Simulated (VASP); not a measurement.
# Os (Fm-3m) in VASP: a series of runs

Runs on Os. Level: PBEsol. Tasks: single point.

Everything below comes from runs of VASP 6.6.1. Logs are shortened: lines on timing, memory, paths and dates and some standing lists are left out, and cuts for length are marked.

**1. The cell of the first run**

The structure is cubic, space group Fm-3m (No. 225). Conventional cell: a = 3.903 Å, b = 3.903 Å, c = 3.903 Å, α = 90.00°, β = 90.00°, γ = 90.00°. Within 3.6 Å of Os (site symmetry m-3m) lie 12 Os at 2.76 Å.

**2. Single point, PBEsol (Hf replaced by Os, lengths x 0.894, strained)**

Contents of INCAR:

```
  ALGO = Normal
  EDIFF = 1E-6
  ENCUT = 520
  GGA = PS
  ISIF = 2
  ISMEAR = 0
  LASPH = True
  LCHARG = False
  LREAL = False
  LWAVE = False
  NBANDS = 10
  NELM = 80
  PREC = Accurate
  SIGMA = 0.1
```

Contents of KPOINTS:

```
k-points
0
Gamma
  18 18 18
```

Contents of POSCAR:

```
Os
1.0
    0.0000000000      1.9513486409      1.9513486409
    1.9513486409      0.0000000000      1.9513486409
    1.9513486409      1.9513486409      0.0000000000
Os
1
Direct
    0.0000000000      0.0000000000      0.0000000000
```

Potentials or basis: VASP PAW PBE potentials, release 64 (Os).

Started as:

```sh
cat potpaw_PBE.64/Os/POTCAR > POTCAR
mpirun -np 1 vasp_std > vasp.out
```

OUTCAR:

```text
EDIFF = 1E-6
   ENCUT = 520
   GGA = PS
   ISIF = 2
   ISMEAR = 0
   LASPH = True
   LREAL = False
   NELM = 80
   PREC = Accurate

 ion  position               nearest neighbor table
   1  0.000  0.000  0.000-

  LATTYP: Found a face centered cubic cell.
 ALAT       =     3.9026972818

  Lattice vectors:

 A1 = (   0.0000000000,   1.9513486409,   1.9513486409)
 A2 = (   1.9513486409,   0.0000000000,   1.9513486409)
 A3 = (   1.9513486409,   1.9513486409,   0.0000000000)

Analysis of symmetry for initial positions (statically):
=====================================================================
 Subroutine PRICEL returns:
 Original cell was already a primitive cell.

 Routine SETGRP: Setting up the symmetry group for a
 face centered cubic supercell.

 Subroutine GETGRP returns: Found 48 space group operations
 (whereof 48 operations were pure point group operations)
 out of a pool of 48 trial point group operations.

The static configuration has the point symmetry O_h .

Analysis of symmetry for dynamics (positions and initial velocities):
=====================================================================
 Subroutine PRICEL returns:
 Original cell was already a primitive cell.

 Routine SETGRP: Setting up the symmetry group for a
 face centered cubic supercell.

 Subroutine GETGRP returns: Found 48 space group operations
 (whereof 48 operations were pure point group operations)
 out of a pool of 48 trial point group operations.

The dynamic configuration has the point symmetry O_h .

 Subroutine INISYM returns: Found 48 space group operations
 (whereof 48 operations are pure point group operations),
 and found     1 'primitive' translations

----------------------------------------------------------------------------------------

                                     Primitive cell

  volume of cell :      14.8605

  direct lattice vectors                    reciprocal lattice vectors
     0.000000000  1.951348641  1.951348641    -0.256233043  0.256233043  0.256233043
     1.951348641  0.000000000  1.951348641     0.256233043 -0.256233043  0.256233043
     1.951348641  1.951348641  0.000000000     0.256233043  0.256233043 -0.256233043

  length of vectors
     2.759623713  2.759623713  2.759623713     0.443808649  0.443808649  0.443808649

  position of ions in fractional coordinates (direct lattice)
     0.000000000  0.000000000  0.000000000

  ion indices of the primitive-cell ions
   primitive index   ion index
                 1           1

----------------------------------------------------------------------------------------

 KPOINTS: k-points

Automatic generation of k-mesh.
 Grid dimensions read from file:
 generate k-points for:   18   18   18

 Generating k-lattice:

  Cartesian coordinates                     Fractional coordinates (reciprocal lattice)
    -0.014235169  0.014235169  0.014235169     0.055555556  0.000000000  0.000000000
     0.014235169 -0.014235169  0.014235169     0.000000000  0.055555556  0.000000000
     0.014235169  0.014235169 -0.014235169     0.000000000  0.000000000  0.055555556

  Length of vectors
     0.024656036  0.024656036  0.024656036

  Shift w.r.t. Gamma in fractional coordinates (k-lattice)
     0.000000000  0.000000000  0.000000000

 Subroutine IBZKPT returns following result:
 ===========================================

 Found    195 irreducible k-points:

 Following reciprocal coordinates:
            Coordinates               Weight
  0.000000  0.000000  0.000000      1.000000
  0.055556  0.000000  0.000000      8.000000
  0.111111  0.000000  0.000000      8.000000
  0.166667  0.000000  0.000000      8.000000
  0.222222  0.000000  0.000000      8.000000
  0.277778  0.000000  0.000000      8.000000
[... 16 lines left out ...]
 -0.277778  0.055556  0.000000     24.000000
 -0.222222  0.055556  0.000000     24.000000
 [... further k-points ...]
   k-points           NKPTS =    195   k-points in BZ     NKDIM =    195   number of bands    NBANDS=     10
   number of dos      NEDOS =    301   number of ions     NIONS =      1
   total plane-waves  NPLWV =  13824
   dimension x,y,z NGX =    24 NGY =   24 NGZ =   24
   dimension x,y,z NGXF=    48 NGYF=   48 NGZF=   48
   ions per type =               1
   NGX,Y,Z   is equivalent  to a cutoff of  14.46, 14.46, 14.46 a.u.
   NGXF,Y,Z  is equivalent  to a cutoff of  28.92, 28.92, 28.92 a.u.
 SYSTEM =  unknown system
   PREC   = accura    normal or accurate (medium, high low for compatibility)
   ISTART =      0    job   : 0-new  1-cont  2-samecut
   ICHARG =      2    charge: 1-file 2-atom 10-const
   ISPIN  =      1    spin polarized calculation?
   LNONCOLLINEAR =      F non collinear calculations
   LSORBIT =      F    spin-orbit coupling
   LASPH  =      T    aspherical Exc in radial PAW
   ENCUT  =  520.0 eV  38.22 Ry    6.18 a.u.   5.13  5.13  5.13*2*pi/ulx,y,z
   NELM   =     80;   NELMIN=  2; NELMDL= -5     # of ELM steps
   EDIFF  = 0.1E-05   stopping-criterion for ELM
   LREAL  =      F    real-space projection
   EDIFFG = 0.1E-04   stopping-criterion for IOM
   NSW    =      0    number of steps for IOM
   IBRION =     -1    ionic relax: 0-MD 1-quasi-New 2-CG
   NFREE  =      0    steps in history (QN), initial steepest desc. (CG)
   ISIF   =      2    stress and relaxation
   ISYM   =      2    0-nonsym 1-usesym 2-fastsym
   POTIM  = 0.5000    time-step for ionic-motion
   TEBEG  =    0.0;   TEEND  =   0.0 temperature during run
   PSTRESS=    0.0 pullay stress
   NELECT =       8.0000    total number of electrons
   NUPDOWN=      -1.0000    fix difference up-down
   EMIN   =  10.00;   EMAX   =-10.00  energy-range for DOS
   EFERMI =   0.00;   METHOD = LEGACY
   ISMEAR =     0;   SIGMA  =   0.10  broadening in eV -4-tet -1-fermi 0-gaus
   EFERMI_NEDOS =   21; number of points for ismear=-14 and -15
   IALGO  =     38    algorithm
   IMIX   =      4    mixing-type and parameters
     AMIX     =   0.40;   BMIX     =  1.00
     AMIX_MAG =   1.60;   BMIX_MAG =  1.00
  volume/ion in A,a.u.               =      14.86       100.28
  Fermi-wavevector in a.u.,A,eV,Ry     =   1.331762  2.516665 24.131158  1.773590
  Thomas-Fermi vector in A             =   2.460748
   LORBIT       =      0    0 simple, 1 ext, 2 COOP (PROOUT), +10 PAW based schemes
   GGA     = PS    functional components
   LHFCALC =     F    Hartree Fock is set to
   AEXX    =    0.0000 exact exchange contribution
   IVDW    =     0    specifies the selected vdW correction
   LEPSILON=     F    determine dielectric tensor
   LRPA    =     F    only Hartree local field effects (RPA)
 non-spin polarized calculation
 Gauss-broadening in eV      SIGMA  =   0.10
  energy-cutoff  :      520.00
  volume of cell :       14.86
 maximum number of plane-waves:       411
 NGX is ok and might be reduce to    24
   NGX = 11   NGY = 11   NGZ = 11

 number of electron       8.0000000 magnetization

 Free energy of the ion-electron system (eV)
  ---------------------------------------------------
  ext. energy  EPLUGINS =         0.00000000
  ---------------------------------------------------
  free energy    TOTEN  =       -12.03463013 eV

  energy without entropy =      -12.03045119  energy(sigma->0) =      -12.03254066

 E-fermi :   8.2621     XC(G=0): -13.8093

 val. band max:        8.2346927272   @ k =  -0.3889   0.3333   0.0000
 cond. band min:       8.2681616747   @ k =  -0.2222   0.2778   0.0556
 fundamental gap:      0.0334689474
 Fermi energy:         8.2620831187

 k-point     1 :       0.0000    0.0000    0.0000
  band No.  band energies     occupation
      1      -2.0368      2.00000
      2       5.5407      2.00000
      3       5.5407      2.00000
      4       5.5407      2.00000
      5       8.3322      0.32172
      6       8.3322      0.32172
      7      22.5975      0.00000
      8      28.0397      0.00000
      9      28.0397      0.00000
     10      28.0397      0.00000

 k-point     2 :       0.0556    0.0000    0.0000
  band No.  band energies     occupation
      1      -1.9010      2.00000
      2       5.4599      2.00000
      3       5.6022      2.00000
      4       5.6022      2.00000
      5       8.2890      0.70354
      6       8.2890      0.70354
      7      22.8468      0.00000
      8      27.3006      0.00000
      9      28.2758      0.00000
     10      28.2758      0.00000

 k-point     3 :       0.1111    0.0000    0.0000
  band No.  band energies     occupation
      1      -1.5073      2.00000
      2       5.2513      2.00000
      3       5.7629      2.00000
      4       5.7629      2.00000
      5       8.1940      1.66428
      6       8.1940      1.66428
      7      23.5307      0.00000
      8      25.8991      0.00000
      9      28.9632      0.00000
     10      28.9632      0.00000

 k-point     4 :       0.1667    0.0000    0.0000
  band No.  band energies     occupation
      1      -0.9023      2.00000
      2       5.0076      2.00000
      3       5.9419      2.00000
      4       5.9419      2.00000
      5       8.1537      1.87456
      6       8.1537      1.87456
      7      24.1177      0.00000
      8      24.7971      0.00000
      9      30.0425      0.00000
     10      30.0425      0.00000

 k-point     5 :       0.2222    0.0000    0.0000
  band No.  band energies     occupation
      1      -0.1839      2.00000
      2       4.8709      2.00000
      3       6.0118      2.00000
      4       6.0118      2.00000
      5       8.3188      0.42281
      6       8.3188      0.42281
      7      22.8996      0.00000
      8      25.3603      0.00000
      9      31.4000      0.00000
     10      31.4000      0.00000

 k-point     6 :       0.2778    0.0000    0.0000
  band No.  band energies     occupation
      1       0.4773      2.00000
      2       5.0300      2.00000
      3       5.9205      2.00000
      4       5.9205      2.00000
      5       8.7461      0.00000
      6       8.7461      0.00000
      7      21.5205      0.00000
      8      25.1000      0.00000
      9      32.3897      0.00000
     10      32.4277      0.00000

 k-point     7 :       0.3333    0.0000    0.0000
  band No.  band energies     occupation
      1       0.9004      2.00000
      2       5.6418      2.00000
      3       5.7435      2.00000
      4       5.7435      2.00000
      5       9.3327      0.00000
      6       9.3327      0.00000
      7      20.0518      0.00000
      8      23.9770      0.00000
      9      31.0003      0.00000
     10      31.0003      0.00000

 k-point     8 :       0.3889    0.0000    0.0000
  band No.  band energies     occupation
      1       1.0682      2.00000
      2       5.5683      2.00000
      3       5.5683      2.00000
      4       6.6272      2.00000
      5       9.9242      0.00000
      6       9.9242      0.00000
      7      18.4816      0.00000
      8      22.9286      0.00000
      9      29.4565      0.00000
     10      29.4565      0.00000

 k-point     9 :       0.4444    0.0000    0.0000
  band No.  band energies     occupation
      1       1.1033      2.00000
      2       5.4467      2.00000
      3       5.4467      2.00000
      4       7.6235      2.00000
      5      10.3671      0.00000
      6      10.3671      0.00000
      7      17.1115      0.00000
      8      22.3047      0.00000
      9      28.4211      0.00000
     10      28.4211      0.00000
[... 118 lines left out ...]
 k-point    19 :       0.5000    0.0556    0.0000
  band No.  band energies     occupation
      1       1.2209      2.00000
      2       5.2805      2.00000
      3       5.5133      2.00000
      4       7.6336      2.00000
      5      10.5426      0.00000
      6      10.9405      0.00000
      7      16.5265      0.00000
      8      22.3734      0.00000
      9      27.9336      0.00000
     10      27.9655      0.00000

 k-point    20 :      -0.4444    0.0556    0.0000
  band No.  band energies     occupation
      1       1.2224      2.00000
      2       5.3112      2.00000
      3       5.5123      2.00000
      4       7.5171      2.00000
      5      10.3218      0.00000
      6      10.9977      0.00000
      7      16.7433      0.00000
      8      22.4369      0.00000
      9      27.7500      0.00000
     10      28.3909      0.00000

 k-point    21 :      -0.3889    0.0556    0.0000
  band No.  band energies     occupation
      1       1.2088      2.00000
      2       5.4289      2.00000
      3       5.5971      2.00000
      4       6.7293      2.00000
      5       9.8240      0.00000
      6      10.6517      0.00000
      7      17.9732      0.00000
      8      22.8829      0.00000
      9      28.2033      0.00000
     10      29.5191      0.00000

 k-point    22 :      -0.3333    0.0556    0.0000
  band No.  band energies     occupation
      1       1.1022      2.00000
      2       5.6065      2.00000
      3       5.7549      2.00000
      4       5.7619      2.00000
      5       9.1740      0.00000
      6      10.0942      0.00000
      7      19.5919      0.00000
      8      23.7454      0.00000
      9      29.1622      0.00000
     10      31.2042      0.00000

 k-point    23 :      -0.2778    0.0556    0.0000
  band No.  band energies     occupation
      1       0.7709      2.00000
      2       5.0363      2.00000
      3       5.8224      2.00000
      4       5.9485      2.00000
      5       8.5162      0.00033
      6       9.4670      0.00000
      7      21.1654      0.00000
      8      24.8933      0.00000
      9      30.2554      0.00000
     10      31.9712      0.00000

 k-point    24 :      -0.2222    0.0556    0.0000
  band No.  band energies     occupation
      1       0.1679      2.00000
      2       4.7658      2.00000
      3       5.9860      2.00000
      4       6.0938      2.00000
      5       8.0072      1.99969
      6       8.9081      0.00000
      7      22.5881      0.00000
      8      25.5630      0.00000
      9      30.4257      0.00000
     10      31.5327      0.00000

 [... further k-points ...]
[... 5 lines left out ...]
  --------------------------------------------------------------------------------------
  -------------------------------------------------------------------------------------
  Total       -2.1718251     -2.1718251     -2.1718251      0.0000000      0.0000000      0.0000000
  in kB     -234.1535924   -234.1535924   -234.1535924      0.0000000      0.0000000      0.0000000
  external PRESSURE =    -234.1535924 kB  Pullay stress =       0.0000000 kB

 VOLUME and BASIS-vectors are now :
 -----------------------------------------------------------------------------
  energy-cutoff  :      520.00
  volume of cell :       14.86
      direct lattice vectors                 reciprocal lattice vectors
     0.000000000  1.951348641  1.951348641    -0.256233043  0.256233043  0.256233043
     1.951348641  0.000000000  1.951348641     0.256233043 -0.256233043  0.256233043
     1.951348641  1.951348641  0.000000000     0.256233043  0.256233043 -0.256233043

 POSITION                                       TOTAL-FORCE (eV/Angst)
 -----------------------------------------------------------------------------------
      0.00000      0.00000      0.00000        -0.000000     -0.000000      0.000000
 -----------------------------------------------------------------------------------
    total drift:                                0.000000     -0.000000      0.000000

  FREE ENERGIE OF THE ION-ELECTRON SYSTEM (eV)
  ---------------------------------------------------
  free  energy   TOTEN  =       -12.0346301286 eV

  energy  without entropy=      -12.0304511879  energy(sigma->0) =      -12.03254066
```

It took 12 s on 1 thread of Intel Xeon Platinum 8488C (Sapphire Rapids), shared host; peak memory 0.16 GiB.

What came out:

```
Free energy            : -12.0346 eV
Pressure               : -23.4 GPa
Band gap on the k mesh : zero (band 4 reaches 10.51 eV, above the bottom of band 5 at 7.02 eV)
```

Caveat: the cell differs from its parent crystal (Hf replaced by Os, lengths x 0.894, strained); the PAW data sets were made with another functional, which shifts forces and pressure a little; spin-orbit coupling is left out, which moves the levels of the heavy elements.

**3. Single point, PBEsol (Hf replaced by Os, lengths x 0.894, strained)**

Contents of INCAR:

```
PREC = Accurate
ENCUT = 600
EDIFF = 1E-6
ISMEAR = 0
SIGMA = 0.1
LREAL = F
LASPH = T
NELM = 120
ALGO = Normal
ISIF = 2
LWAVE = F
LCHARG = F
GGA = PS
NBANDS = 10
GGA_COMPAT = F
```

Contents of KPOINTS:

```
Automatic mesh
0
Gamma
  8 8 8
```

POSCAR is that of step 2.

Potentials or basis: VASP PAW PBE potentials, release 64 (Os).

Started as:

```sh
cat potpaw_PBE.64/Os/POTCAR > POTCAR
mpirun -np 1 vasp_std > vasp.out
```

Run time: 13 s. Hardware: 1 thread of Intel Xeon 8259CL, shared host; peak memory 0.14 GiB.

It converged, with:

```yaml
Free_energy: -12.0468 eV
Pressure: -23.4 GPa
Band_gap_on_the_k_mesh: zero (band 4 reaches 10.51 eV, above the bottom of band 5 at 7.45 eV)
```

Levels at points of the mesh, in eV from the Fermi level:
```csv
k point,band 1,band 2,band 3,band 4,band 5,band 6,band 7,band 8
"(0.00, 0.00, 0.00)",-10.14,-2.57,-2.57,-2.57,0.21,0.21,14.51,19.93
"(0.50, 0.00, 0.00)",-7.00,-2.71,-2.71,-0.04,2.42,2.42,8.42,14.00
"(0.50, 0.50, 0.00)",-6.84,-6.14,2.37,2.40,3.04,3.04,11.47,12.05
```

Caveat: the cell differs from its parent crystal (Hf replaced by Os, lengths x 0.894, strained); the PAW data sets were made with another functional, which shifts forces and pressure a little; spin-orbit coupling is left out, which moves the levels of the heavy elements.

(Continued in part 2 of 2.)
